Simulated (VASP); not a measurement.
# Ag (I4/mmm) in VASP: notebook

Ag is run at these levels: PBEsol; tasks: single point.

All numbers are computed with VASP 6.6.1; they aren't measurements. Logs are shortened: lines on timing, memory, paths and dates and some standing lists are left out, and cuts for length are marked.

### 1 The cell of the first run

It takes space group I4/mmm (No. 139, tetragonal). Conventional cell: a = 2.456 Å, b = 2.456 Å, c = 4.086 Å, α = 90.00°, β = 90.00°, γ = 90.00°. Within 3.2 Å of Ag (site symmetry 4/mmm) lie 12 Ag at 2.46 to 2.68 Å.

### 2 Single point, PBEsol (strain -0.1500 x Voigt [1, 1, 0, 0, 0, 0])

Contents of INCAR:

```
ALGO = Fast ; EDIFF = 1E-6
ENCUT = 520 ; GGA = PS
ISIF = 2 ; ISMEAR = 0
LASPH = T ; LCHARG = T
LELF = T ; LREAL = F
LVHAR = T ; LWAVE = F
NBANDS = 12 ; NELM = 100
PREC = Accurate ; SIGMA = 0.15
```

Contents of KPOINTS:

```
k-points
0
Gamma
  20 20 20
```

Contents of POSCAR:

```
Ag
1.0
    0.0000000000      1.7366350000      2.0431000000
    1.7366350000      0.0000000000      2.0431000000
    1.7366350000      1.7366350000      0.0000000000
Ag
1
Direct
    0.0000000000      0.0000000000      0.0000000000
```

Potentials or basis: VASP PAW PBE potentials, release 64 (Ag).

The run is started by

```
> cat potpaw_PBE.64/Ag/POTCAR > POTCAR
> mpirun -np 1 vasp_std > vasp.out
```

OUTCAR:

```text
EDIFF = 1E-6
   ENCUT = 520
   GGA = PS
   ISIF = 2
   ISMEAR = 0
   LASPH = T
   LREAL = F
   NELM = 100
   PREC = Accurate

 ion  position               nearest neighbor table
   1  0.000  0.000  0.000-

  LATTYP: Found a body centered tetragonal cell.
 ALAT       =     2.4559727699
 C/A-ratio  =     1.6637806616

  Lattice vectors:

 A1 = (  -1.7366350000,   0.0000000000,   2.0431000000)
 A2 = (   1.7366350000,   0.0000000000,   2.0431000000)
 A3 = (   0.0000000000,   1.7366350000,  -2.0431000000)

Analysis of symmetry for initial positions (statically):
=====================================================================
 Subroutine PRICEL returns:
 Original cell was already a primitive cell.

 Routine SETGRP: Setting up the symmetry group for a
 body centered tetragonal supercell.

 Subroutine GETGRP returns: Found 16 space group operations
 (whereof 16 operations were pure point group operations)
 out of a pool of 16 trial point group operations.

The static configuration has the point symmetry D_4h.

Analysis of symmetry for dynamics (positions and initial velocities):
=====================================================================
 Subroutine PRICEL returns:
 Original cell was already a primitive cell.

 Routine SETGRP: Setting up the symmetry group for a
 body centered tetragonal supercell.

 Subroutine GETGRP returns: Found 16 space group operations
 (whereof 16 operations were pure point group operations)
 out of a pool of 16 trial point group operations.

The dynamic configuration has the point symmetry D_4h.

 Subroutine INISYM returns: Found 16 space group operations
 (whereof 16 operations are pure point group operations),
 and found     1 'primitive' translations

----------------------------------------------------------------------------------------

                                     Primitive cell

  volume of cell :      12.3236

  direct lattice vectors                    reciprocal lattice vectors
     0.000000000  1.736635000  2.043100000    -0.287913119  0.287913119  0.244726151
     1.736635000  0.000000000  2.043100000     0.287913119 -0.287913119  0.244726151
     1.736635000  1.736635000  0.000000000     0.287913119  0.287913119 -0.244726151

  length of vectors
     2.681447134  2.681447134  2.455972770     0.475056647  0.475056647  0.475056647

  position of ions in fractional coordinates (direct lattice)
     0.000000000  0.000000000  0.000000000

  ion indices of the primitive-cell ions
   primitive index   ion index
                 1           1

----------------------------------------------------------------------------------------

 KPOINTS: k-points

Automatic generation of k-mesh.
 Grid dimensions read from file:
 generate k-points for:   20   20   20

 Generating k-lattice:

  Cartesian coordinates                     Fractional coordinates (reciprocal lattice)
    -0.014395656  0.014395656  0.012236308     0.050000000  0.000000000  0.000000000
     0.014395656 -0.014395656  0.012236308     0.000000000  0.050000000  0.000000000
     0.014395656  0.014395656 -0.012236308     0.000000000  0.000000000  0.050000000

  Length of vectors
     0.023752832  0.023752832  0.023752832

  Shift w.r.t. Gamma in fractional coordinates (k-lattice)
     0.000000000  0.000000000  0.000000000

 Subroutine IBZKPT returns following result:
 ===========================================

 Found    641 irreducible k-points:

 Following reciprocal coordinates:
            Coordinates               Weight
  0.000000  0.000000  0.000000      1.000000
  0.050000  0.000000  0.000000      8.000000
  0.100000  0.000000  0.000000      8.000000
  0.150000  0.000000  0.000000      8.000000
  0.200000  0.000000  0.000000      8.000000
  0.250000  0.000000  0.000000      8.000000
[... 16 lines left out ...]
 -0.400000  0.050000  0.000000      8.000000
 -0.350000  0.050000  0.000000      8.000000
 [... further k-points ...]
   k-points           NKPTS =    641   k-points in BZ     NKDIM =    641   number of bands    NBANDS=     12
   number of dos      NEDOS =    301   number of ions     NIONS =      1
   total plane-waves  NPLWV =   7200
   dimension x,y,z NGX =    20 NGY =   20 NGZ =   18
   dimension x,y,z NGXF=    40 NGYF=   40 NGZF=   36
   ions per type =               1
   NGX,Y,Z   is equivalent  to a cutoff of  12.40, 12.40, 12.18 a.u.
   NGXF,Y,Z  is equivalent  to a cutoff of  24.80, 24.80, 24.37 a.u.
 SYSTEM =  unknown system
   PREC   = accura    normal or accurate (medium, high low for compatibility)
   ISTART =      0    job   : 0-new  1-cont  2-samecut
   ICHARG =      2    charge: 1-file 2-atom 10-const
   ISPIN  =      1    spin polarized calculation?
   LNONCOLLINEAR =      F non collinear calculations
   LSORBIT =      F    spin-orbit coupling
   LASPH  =      T    aspherical Exc in radial PAW
   ENCUT  =  520.0 eV  38.22 Ry    6.18 a.u.   4.99  4.99  4.57*2*pi/ulx,y,z
   NELM   =    100;   NELMIN=  2; NELMDL= -5     # of ELM steps
   EDIFF  = 0.1E-05   stopping-criterion for ELM
   LREAL  =      F    real-space projection
   EDIFFG = 0.1E-04   stopping-criterion for IOM
   NSW    =      0    number of steps for IOM
   IBRION =     -1    ionic relax: 0-MD 1-quasi-New 2-CG
   NFREE  =      0    steps in history (QN), initial steepest desc. (CG)
   ISIF   =      2    stress and relaxation
   ISYM   =      2    0-nonsym 1-usesym 2-fastsym
   POTIM  = 0.5000    time-step for ionic-motion
   TEBEG  =    0.0;   TEEND  =   0.0 temperature during run
   PSTRESS=    0.0 pullay stress
   NELECT =      11.0000    total number of electrons
   NUPDOWN=      -1.0000    fix difference up-down
   EMIN   =  10.00;   EMAX   =-10.00  energy-range for DOS
   EFERMI =   0.00;   METHOD = LEGACY
   ISMEAR =     0;   SIGMA  =   0.15  broadening in eV -4-tet -1-fermi 0-gaus
   EFERMI_NEDOS =   21; number of points for ismear=-14 and -15
   IALGO  =     68    algorithm
   IMIX   =      4    mixing-type and parameters
     AMIX     =   0.40;   BMIX     =  1.00
     AMIX_MAG =   1.60;   BMIX_MAG =  1.00
  volume/ion in A,a.u.               =      12.32        83.16
  Fermi-wavevector in a.u.,A,eV,Ry     =   1.576256  2.978692 33.804814  2.484584
  Thomas-Fermi vector in A             =   2.677117
   LORBIT       =      0    0 simple, 1 ext, 2 COOP (PROOUT), +10 PAW based schemes
   GGA     = PS    functional components
   LHFCALC =     F    Hartree Fock is set to
   AEXX    =    0.0000 exact exchange contribution
   IVDW    =     0    specifies the selected vdW correction
   LEPSILON=     F    determine dielectric tensor
   LRPA    =     F    only Hartree local field effects (RPA)
 non-spin polarized calculation
 RMM-DIIS sequential band-by-band and
 Gauss-broadening in eV      SIGMA  =   0.15
  energy-cutoff  :      520.00
  volume of cell :       12.32
 maximum number of plane-waves:       352
   NGX =  9   NGY =  9   NGZ =  9

 number of electron      11.0000002 magnetization

 Free energy of the ion-electron system (eV)
  ---------------------------------------------------
  ext. energy  EPLUGINS =         0.00000000
  ---------------------------------------------------
  free energy    TOTEN  =        -2.39462896 eV

  energy without entropy =       -2.39316757  energy(sigma->0) =       -2.39389827

 E-fermi :  13.9077     XC(G=0): -14.4509

 val. band max:       13.8835403142   @ k =   0.4500  -0.0000   0.2000
 cond. band min:      13.9191188745   @ k =   0.4000   0.0000   0.4000
 fundamental gap:      0.0355785602
 Fermi energy:        13.9076849707

 k-point     1 :       0.0000    0.0000    0.0000
  band No.  band energies     occupation
      1       3.1210      2.00000
      2       6.2304      2.00000
      3       8.0722      2.00000
      4       8.0865      2.00000
      5       8.0865      2.00000
      6      10.0957      2.00000
      7      30.3781      0.00000
      8      32.5684      0.00000
      9      37.0283      0.00000
     10      37.0283      0.00000
     11      41.3334      0.00000
     12      44.6559      0.00000

 k-point     2 :       0.0500    0.0000    0.0000
  band No.  band energies     occupation
      1       3.2260      2.00000
      2       6.2657      2.00000
      3       8.0237      2.00000
      4       8.1011      2.00000
      5       8.1198      2.00000
      6      10.0575      2.00000
      7      30.4831      0.00000
      8      32.5785      0.00000
      9      36.3425      0.00000
     10      37.1576      0.00000
     11      41.9228      0.00000
     12      43.6490      0.00000

 k-point     3 :       0.1000    0.0000    0.0000
  band No.  band energies     occupation
      1       3.5289      2.00000
      2       6.3649      2.00000
      3       7.8613      2.00000
      4       8.1883      2.00000
      5       8.2136      2.00000
      6       9.9523      2.00000
      7      30.7323      0.00000
      8      32.4008      0.00000
      9      35.2989      0.00000
     10      37.5236      0.00000
     11      41.0794      0.00000
     12      44.2180      0.00000
[... 286 lines left out ...]
 k-point    23 :      -0.4000    0.0500    0.0000
  band No.  band energies     occupation
      1       4.8527      2.00000
      2       6.6049      2.00000
      3       8.1812      2.00000
      4       9.9835      2.00000
      5      10.1110      2.00000
      6      12.1054      2.00000
      7      21.0184      0.00000
      8      28.4193      0.00000
      9      34.3465      0.00000
     10      37.5832      0.00000
     11      39.0781      0.00000
     12      43.7925      0.00000

 k-point    24 :      -0.3500    0.0500    0.0000
  band No.  band energies     occupation
      1       4.9601      2.00000
      2       6.6841      2.00000
      3       8.2803      2.00000
      4       9.3219      2.00000
      5       9.8990      2.00000
      6      11.1887      2.00000
      7      22.7496      0.00000
      8      28.9317      0.00000
      9      34.9623      0.00000
     10      38.4526      0.00000
     11      38.5543      0.00000
     12      42.6481      0.00000

 [... further k-points ...]

------------------------ aborting loop because EDIFF is reached ----------------------------------------

  FORCE on cell =-STRESS in cart. coord.  units (eV):
  Direction    XX          YY          ZZ          XY          YZ          ZX
  --------------------------------------------------------------------------------------
  -------------------------------------------------------------------------------------
  Total        7.4916494      7.4916494      4.9110805      0.0000000     -0.0000000      0.0000000
  in kB      973.9828471    973.9828471    638.4853189      0.0000000     -0.0000000      0.0000000
  external PRESSURE =     862.1503377 kB  Pullay stress =       0.0000000 kB

 VOLUME and BASIS-vectors are now :
 -----------------------------------------------------------------------------
  energy-cutoff  :      520.00
  volume of cell :       12.32
      direct lattice vectors                 reciprocal lattice vectors
     0.000000000  1.736635000  2.043100000    -0.287913119  0.287913119  0.244726151
     1.736635000  0.000000000  2.043100000     0.287913119 -0.287913119  0.244726151
     1.736635000  1.736635000  0.000000000     0.287913119  0.287913119 -0.244726151

 POSITION                                       TOTAL-FORCE (eV/Angst)
 -----------------------------------------------------------------------------------
      0.00000      0.00000      0.00000        -0.000000      0.000000      0.000000
 -----------------------------------------------------------------------------------
    total drift:                                0.000000     -0.000000     -0.000000

  FREE ENERGIE OF THE ION-ELECTRON SYSTEM (eV)
  ---------------------------------------------------
  free  energy   TOTEN  =        -2.3946289646 eV

  energy  without entropy=       -2.3931675732  energy(sigma->0) =       -2.39389827
```

Run time: 52 s. Hardware: 1 thread of Intel Xeon Platinum 8559C (Emerald Rapids), shared host; peak memory 0.2 GiB.

What came out:

* Free energy: -2.3946 eV
* Pressure: 86.2 GPa

Levels at points of the mesh, in eV from the Fermi level:
```csv
k point,band 2,band 3,band 4,band 5,band 6,band 7,band 8,band 9,band 10,band 11
"(0.00, 0.00, 0.00)",-7.68,-5.84,-5.82,-5.82,-3.81,16.47,18.66,23.12,23.12,27.43
"(0.50, 0.00, 0.00)",-7.35,-5.81,-3.60,-3.04,-1.57,5.80,14.37,20.41,22.93,25.28
"(0.50, 0.50, 0.00)",-9.22,-3.16,-3.06,-3.06,-1.13,6.46,14.40,14.40,23.56,23.74
"(0.50, 0.00, 0.50)",-8.96,-3.75,-3.55,-2.14,2.36,10.62,11.19,11.82,20.55,21.39
```

Caveat: the cell differs from its parent crystal (strain -0.1500 x Voigt [1, 1, 0, 0, 0, 0]); the PAW data sets were made with another functional, which shifts forces and pressure a little.

### 3 Single point, PBEsol (strain +0.0750 x Voigt [1, 1, 0, 0, 0, 0])

Contents of INCAR:

```
  PREC = Accurate
  ENCUT = 520
  EDIFF = 1E-6
  ISMEAR = 0
  SIGMA = 0.15
  LREAL = F
  LASPH = T
  NELM = 80
  ALGO = Fast
  ISIF = 2
  LWAVE = F
  LCHARG = F
  GGA = PS
  NBANDS = 12
```

Contents of KPOINTS:

```
regular mesh
0
Gamma
  20 20 20
```

Contents of POSCAR:

```
Ag
1.0
    0.0000000000      2.1963325000      2.0431000000
    2.1963325000      0.0000000000      2.0431000000
    2.1963325000      2.1963325000      0.0000000000
Ag
1
Direct
    0.0000000000      0.0000000000      0.0000000000
```

Potentials or basis: VASP PAW PBE potentials, release 64 (Ag).

The run is started by

```
> cat potpaw_PBE.64/Ag/POTCAR > POTCAR
> mpirun -np 1 vasp_std > vasp.out
```

Run time: 50 s. Hardware: 1 thread of Intel Xeon Platinum 8559C (Emerald Rapids), shared host; peak memory 0.26 GiB.

Results (log left out):

```
Free energy : -3.1651 eV
Pressure    : -12.3 GPa
```

Stress tensor (GPa, compression positive):
```
-12.66   0.00   0.00
  0.00 -12.66   0.00
  0.00   0.00 -11.43
```

Levels at points of the mesh, in eV from the Fermi level:
| k point | band 2 | band 3 | band 4 | band 5 | band 6 | band 7 | band 8 | band 9 | band 10 | band 11 |
| --- | --- | --- | --- | --- | --- | --- | --- | --- | --- | --- |
| (0.00, 0.00, 0.00) | -4.40 | -4.40 | -4.06 | -3.68 | -3.33 | 15.68 | 18.16 | 18.16 | 18.72 | 22.80 |
| (0.50, 0.00, 0.00) | -4.48 | -4.13 | -2.95 | -2.79 | -0.06 | 2.87 | 14.50 | 15.54 | 17.56 | 20.18 |
| (0.50, 0.50, 0.00) | -5.46 | -2.89 | -2.69 | -2.69 | 2.46 | 6.78 | 9.10 | 9.10 | 14.60 | 14.80 |
| (0.50, 0.00, 0.50) | -5.45 | -2.91 | -2.84 | -2.61 | 1.33 | 5.14 | 10.33 | 10.34 | 15.92 | 15.94 |

Caveat: the cell differs from its parent crystal (strain +0.0750 x Voigt [1, 1, 0, 0, 0, 0]); the PAW data sets were made with another functional, which shifts forces and pressure a little.

### 4 Single point, PBEsol (strain -0.1125 x Voigt [1, 1, 0, 0, 0, 0])

Contents of INCAR:

```
PREC = Accurate
ENCUT = 520
EDIFF = 1E-6
ISMEAR = 0
SIGMA = 0.15
LREAL = F
LASPH = T
NELM = 60
ALGO = Normal
ISIF = 2
LWAVE = F
LCHARG = T
GGA = PS
LELF = T
LVHAR = T
NBANDS = 12
```

Contents of KPOINTS:

```
Automatic mesh
0
Gamma
  20 20 20
```

Contents of POSCAR:

```
Ag
1.0
    0.0000000000      1.8132512500      2.0431000000
    1.8132512500      0.0000000000      2.0431000000
    1.8132512500      1.8132512500      0.0000000000
Ag
1
Direct
    0.0000000000      0.0000000000      0.0000000000
```

The run is started by

```
> cat potpaw_PBE.64/Ag/POTCAR > POTCAR
> mpirun -np 1 vasp_std > vasp.out
```

Run time: 39 s. Hardware: 1 thread of Intel Xeon Platinum 8559C (Emerald Rapids), shared host; peak memory 0.21 GiB.

It converged, with:

| Quantity | Value |
| --- | --- |
| Free energy | -2.9010 eV |
| Pressure | 47.4 GPa |

Stress tensor (GPa, compression positive):
```
52.35  0.00  0.00
 0.00 52.35  0.00
 0.00  0.00 37.57
```

Levels at points of the mesh, in eV from the Fermi level:
```csv
k point,band 4,band 5,band 6,band 7,band 8,band 9
"(0.00, 0.00, 0.00)",-5.50,-5.04,-3.78,16.40,19.30,22.15
"(0.50, 0.00, 0.00)",-3.35,-2.95,-1.23,5.12,14.82,19.61
"(0.50, 0.50, 0.00)",-2.90,-2.90,-0.31,6.56,13.37,13.37
"(0.50, 0.00, 0.50)",-3.29,-2.34,2.10,9.89,10.75,11.38
```

Caveat: the cell differs from its parent crystal (strain -0.1125 x Voigt [1, 1, 0, 0, 0, 0]); the PAW data sets were made with another functional, which shifts forces and pressure a little.

### 5 Overview

```tsv
cell	gap on the mesh (eV)	pressure (GPa)
a = 2.681, b = 2.681, c = 2.456 Å, angles 62.7, 62.7, 54.5°, 1 atom	none	86.2
a = 3.000, b = 3.000, c = 3.106 Å, angles 58.8, 58.8, 62.4°, 1 atom	none	-12.3
a = 2.732, b = 2.732, c = 2.564 Å, angles 62.0, 62.0, 56.0°, 1 atom	none	47.4
```

Alike in all rows: task single point; level PBEsol; potentials or basis VASP PAW PBE potentials, release 64 (Ag); no spin polarisation; k mesh 20 × 20 × 20; cutoff (eV) 520; smearing gaussian 0.15 eV.

Caveats: the PAW data sets were made with another functional, which shifts forces and pressure a little.

Total energies depend on the potentials used, so only differences within one code and one set of settings carry meaning.
